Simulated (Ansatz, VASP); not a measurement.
**Ag: VASP beside Ansatz**

INCAR

```
PREC = Accurate
ENCUT = 520
EDIFF = 1E-6
ISMEAR = -1
SIGMA = 0.1
LREAL = F
LASPH = T
NELM = 80
ALGO = Normal
ISIF = 2
LWAVE = F
LCHARG = F
GGA = RP
NBANDS = 12
```

KPOINTS

```
Automatic mesh
0
Gamma
  21 21 21
```

POSCAR

```
Ag
1.0
    0.0000000000      2.1339157912      2.1339157912
    2.1339157912      0.0000000000      2.1339157912
    2.1339157912      2.1339157912      0.0000000000
Ag
1
Direct
    0.0000000000      0.0000000000      0.0000000000
```

Input for Ansatz:

```yaml
crystal:
  lattice:
    - [0.0, 2.1339157889, 2.1339157889]
    - [2.1339157889, 0.0, 2.1339157889]
    - [2.1339157889, 2.1339157889, 0.0]
  atoms:
    - { symbol: Ag, position: [0.0, 0.0, 0.0] }
hamiltonian:
  xc: rpbe
  pseudopotentials:
    kind: paw
    azcp:
      Ag: "pseudopotentials/Ag.paw.azcp"
basis:
  ecutwfc: 420
  fft_grid_basis: typed
kpoints:
  mp_grid: { grid: [21, 21, 21], shift: [0, 0, 0] }
magnetization:
  spin_polarized: false
scf:
  occupations: { method: fermi_dirac, width: 0.1 }
output:
  stress: true
```

Alike in both runs: task single point; functional RPBE; k mesh 21 × 21 × 21; occupations fermi-dirac, width 0.1 eV; no spin polarisation.

```csv
,VASP,Ansatz
version,VASP 6.6.1,Ansatz 0.2.0
potentials or method,"VASP PAW PBE potentials, release 64 (Ag), cutoff 520 eV","plane waves (420 eV) with PAW, scalar-relativistic"
valence electrons in the cell,11,19
```

VASP gave:

* pressure (GPa): -2.6

What did Ansatz give for the same quantities?

Pressure (GPa): -2.5.

VASP's potentials were made for PBE, not for RPBE. VASP's potentials hold 11 valence electrons a cell and Ansatz's 19, so a difference there can come from the potentials and not from the codes.
